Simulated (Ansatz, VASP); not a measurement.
Given: the input of a run of Ansatz 0.2.0 on Ir.

Contents of input.yaml:

```yaml
crystal:
  lattice:
    - [0.0, 1.955101063, 1.838976]
    - [1.955101063, 0.0, 1.838976]
    - [1.955101063, 1.955101063, 0.0]
  atoms:
    - { symbol: Ir, position: [0.0, 0.0, 0.0] }
kpoints:
  mp_grid: { grid: [12, 12, 12] }
scf:
  occupations: { method: fermi_dirac, width: 0.05 }
hamiltonian:
  xc: pbesol
  pseudopotentials: { kind: all_electron, lapw: { basis_error: 0.001 } }
output:
  forces: true
  stress: true
  eigenvalues: true
```

Potentials or basis: all-electron LAPW, scalar-relativistic.

The run is started by

```sh
$ ansatz run input.yaml --threads 1 --pin off --max-ram 3072MiB --backend cpu --events-out ev --progress --plain --runs-dir out
```

Q: Translate it to VASP 6.6.1. Potentials there: VASP PAW PBE potentials, release 64 (Ir).

A: As run (the cutoff follows the program's own potentials):

File INCAR:

```
PREC     = Accurate       # precision mode
ENCUT    = 500            # plane-wave cutoff, eV
EDIFF    = 1E-6           # SCF threshold, eV
ISMEAR   = -1             # smearing method
SIGMA    = 0.05           # smearing width, eV
LREAL    = F              # projectors in reciprocal space
LASPH    = T              # aspherical terms in the spheres
NELM     = 120            # most SCF steps
ALGO     = Normal         # electronic algorithm
ISIF     = 2              # what is computed and relaxed
LWAVE    = F              # write WAVECAR
LCHARG   = F              # write CHGCAR
GGA      = PS             # functional
NBANDS   = 10             # bands
GGA_COMPAT= F
```

Contents of KPOINTS:

```
Automatic mesh
0
Gamma
  12 12 12
```

POSCAR

```
Ir
1.0
    0.0000000000      1.9551010630      1.8389760000
    1.9551010630      0.0000000000      1.8389760000
    1.9551010630      1.9551010630      0.0000000000
Ir
1
Direct
    0.0000000000      0.0000000000      0.0000000000
```

Potentials or basis: VASP PAW PBE potentials, release 64 (Ir).

Command:

```console
$ cat potpaw_PBE.64/Ir/POTCAR > POTCAR
$ mpirun -np 1 vasp_std > vasp.out
```

Both were run:

|  | VASP | Ansatz | Ansatz less VASP |
| --- | --- | --- | --- |
| gap on the k mesh at the Fermi level (eV) | none | none | - |
| pressure (GPa) | 1.1 | 0.1 | -1.00 |
| traceless stress, the component that is largest in VASP (GPa) | 15.59 | 15.62 | +0.030 |

VASP's potentials were made for PBE, not for PBEsol. A gap of «none» marks a metal or a gap that the smearing closes. Ansatz ran all-electron here, and VASP with PAW potentials.

Neither program's run includes spin-orbit coupling.
